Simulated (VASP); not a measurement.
Runs of VASP 6.6.1 on GaN. The structure is that of space group I4/mmm (No. 139), or close to it. The cells are those of the table. 

```csv
cell,gap on the mesh (eV),pressure (GPa)
"a = 2.942, b = 2.942, c = 3.280 Å, angles 56.1, 56.1, 67.8°, 2 atoms",0.31,(a)
"a = 2.935, b = 2.935, c = 3.390 Å, angles 54.7, 54.7, 70.5°, 2 atoms",(c),(b)
"a = 2.983, b = 2.983, c = 3.105 Å, angles 58.6, 58.6, 62.7°, 2 atoms",none,-4.9
"a = 3.295, b = 3.295, c = 2.690 Å, angles 65.9, 65.9, 48.2°, 2 atoms",none,31.6
"a = 2.958, b = 2.958, c = 3.188 Å, angles 57.4, 57.4, 65.2°, 2 atoms",none,2.0
"a = 3.209, b = 3.209, c = 2.767 Å, angles 64.5, 64.5, 51.1°, 2 atoms",none,14.8
"a = 3.363, b = 3.363, c = 2.638 Å, angles 66.9, 66.9, 46.2°, 2 atoms",none,(d)
"a = 2.940, b = 2.940, c = 3.486 Å, angles 53.6, 53.6, 72.7°, 2 atoms",3.17,74.1
```

Alike in all rows: task single point; level PBEsol; potentials or basis VASP PAW PBE potentials, release 64 (Ga_d, N); no spin polarisation; k mesh 16 × 16 × 16; cutoff (eV) 520; smearing gaussian 0.03 eV.

Task: Fill in the values left out.

Result: (a) 15.6; (b) 40.9; (c) 1.52; (d) 46.2.

Caveats: the PAW data sets were made with another functional, which shifts forces and pressure a little; semilocal functionals underestimate gaps, and a narrow one can read as zero (at least some runs); the stress differs along the axes, from -3 to 54 GPa (at least some runs); the stress differs along the axes, from 5 to 113 GPa (at least some runs); the stress differs along the axes, from -9 to 4 GPa (at least some runs); the stress differs along the axes, from -9 to 52 GPa (at least some runs); the stress differs along the axes, from -8 to 22 GPa (at least some runs).

A k mesh can miss the band edges, and the runs leave out spin-orbit coupling on Ga.

A gap of «none» marks levels without a gap at the run's occupations.
